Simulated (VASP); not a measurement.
TiBH:

```
Ti B H
1.0
    -2.04397    2.16625    3.18301
     2.04397   -2.16625    3.18301
     2.04397    2.16625   -3.18301
Ti B H
2 2 2
Direct
  0.87391 0.12391 0.75000
  0.12609 0.87609 0.25000
  0.50000 0.50000 0.50000
  0.50000 0.00000 0.00000
  0.00000 0.50000 0.50000
  0.50000 0.50000 0.00000
```

The cell was built from a structure type or drawn by symmetry, and may not be a known phase.

```yaml
Program: VASP 6.6.1
Task: relaxation of cell and atoms
Functional: PBE
Potentials_or_basis: VASP PAW PBE potentials, release 64 (Ti_sv, B, H)
Cutoff: 600 eV
k_mesh: 6 × 6 × 6
Occupations: gaussian, width 0.1 eV
Spin: no spin polarisation
```

At the start: pressure -14.3 GPa; volume 9.40 Å³/atom.

Where does the relaxation end?

Over 33 steps the energy falls by 80.2 meV/atom and the volume is 8.44 Å³/atom (-10.2 %); space group Imma (No. 74, to 0.1 Å) before and after.

Step by step:
```tsv
step	energy change (eV)	largest force (eV/Å)	pressure (GPa)	volume (Å³)
1	0.0000	0.5699	-14.35	56.37
2	-0.3472	0.1660	2.62	49.77
3	-0.3498	0.2068	1.00	50.24
4	-0.3618	0.0070	0.58	50.47
5	-0.3646	0.1380	0.23	50.64
6	-0.3675	0.1440	-0.11	50.78
7	-0.3759	0.1345	-0.99	51.19
8	-0.3784	0.0731	-2.35	51.99
9	-0.3808	0.0564	-1.83	51.60
10	-0.3822	0.0355	-1.61	51.56
11	-0.3846	0.0377	-0.98	51.45
12	-0.3848	0.0647	-0.78	51.41
13	-0.3855	0.0507	-0.60	51.34
14	-0.3872	0.0102	-0.06	51.14
15	-0.3881	0.0622	1.03	50.72
16	-0.3888	0.0700	1.03	50.70
17	-0.3911	0.0892	1.13	50.63
18	-0.3966	0.1196	1.38	50.50
19	-0.4106	0.1759	2.06	50.22
20	-0.4297	0.3665	3.84	49.60
21	-0.4316	0.3712	3.79	49.62
22	-0.4363	0.3906	3.64	49.65
23	-0.4402	0.4636	3.44	49.70
24	-0.4441	0.4408	3.04	49.81
25	-0.4538	0.3738	1.90	50.13
26	-0.4639	0.2497	-0.35	50.79
27	-0.4645	0.2110	-1.02	50.99
28	-0.4669	0.1924	-0.94	50.95
29	-0.4728	0.1312	-0.55	50.82
30	-0.4788	0.0380	0.25	50.55
31	-0.4789	0.0654	0.33	50.52
32	-0.4806	0.0425	0.25	50.58
33	-0.4813	0.0179	0.16	50.64
```

Final structure:
```yaml
crystal:
  lattice:
    - [-2.17606, 2.03046, 2.86534]
    - [2.17606, -2.03046, 2.86534]
    - [2.17606, 2.03046, -2.86534]
  atoms:
    - { symbol: Ti, position: [0.87634, 0.12634, 0.75000] }
    - { symbol: Ti, position: [0.12366, 0.87366, 0.25000] }
    - { symbol: B, position: [0.50000, 0.50000, 0.50000] }
    - { symbol: B, position: [0.50000, 0.00000, 0.00000] }
    - { symbol: H, position: [0.00000, 0.50000, 0.50000] }
    - { symbol: H, position: [0.50000, 0.50000, 0.00000] }
```
